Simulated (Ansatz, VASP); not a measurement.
Au: VASP beside Ansatz

File INCAR:

```
SYSTEM = Au
ALGO = Normal
EDIFF = 1E-6
ENCUT = 520
GGA = PE
ISIF = 2
ISMEAR = 0
LASPH = .TRUE.
LCHARG = .TRUE.
LELF = .TRUE.
LREAL = .FALSE.
LVHAR = .TRUE.
LWAVE = .FALSE.
NBANDS = 12
NELM = 60
PREC = Accurate
SIGMA = 0.15
```

File KPOINTS:

```
k-points
0
G
  20 20 20
  0 0 0
```

The input POSCAR:

```
Au
1.0
    0.0000000000      2.0455000000      2.0761825000
    2.0455000000      0.0000000000      2.0761825000
    2.0455000000      2.0455000000      0.0000000000
Au
1
Direct
    0.0000000000      0.0000000000      0.0000000000
```

Input for Ansatz:

```yaml
crystal:
  lattice:
    - [0.0, 2.0455, 2.0761825]
    - [2.0455, 0.0, 2.0761825]
    - [2.0455, 2.0455, 0.0]
  atoms:
    - { symbol: Au, position: [0.0, 0.0, 0.0] }
basis:
  ecutwfc: 420
kpoints:
  mp_grid: { grid: [20, 20, 20] }
hamiltonian:
  xc: pbe
scf:
  occupations: { method: gaussian, width: 0.15 }
output:
  forces: true
  stress: true
  eigenvalues: true
```

Change from the starting cell: strain +0.000 along x and y, +0.015 along z, atoms carried along.

Alike in both runs: task single point; functional PBE; k mesh 20 × 20 × 20; occupations gaussian, width 0.15 eV; no spin polarisation.

```csv
,VASP,Ansatz
version,VASP 6.6.1,Ansatz 0.2.0
potentials or method,"VASP PAW PBE potentials, release 64 (Au), cutoff 520 eV","scalar-relativistic, plane waves, PAW"
valence electrons in the cell,11,19
```

Ansatz gave:

```
gap on the k mesh at the Fermi level (eV)                     : none
pressure (GPa)                                                : 5.3
traceless stress, the component that is largest in VASP (GPa) : -0.34
```

**Question.** Which values does VASP return?

**Answer.** gap on the k mesh at the Fermi level (eV): none; pressure (GPa): 5.0; traceless stress, the component that is largest in VASP (GPa): -0.34.

A gap of «none» marks a metal or a gap that the smearing closes. The functional is the same, so the differences come from potentials, cutoffs and numerics. VASP's potentials hold 11 valence electrons a cell and Ansatz's 19, so a difference there can come from the potentials and not from the codes.

Spin-orbit coupling is off throughout.
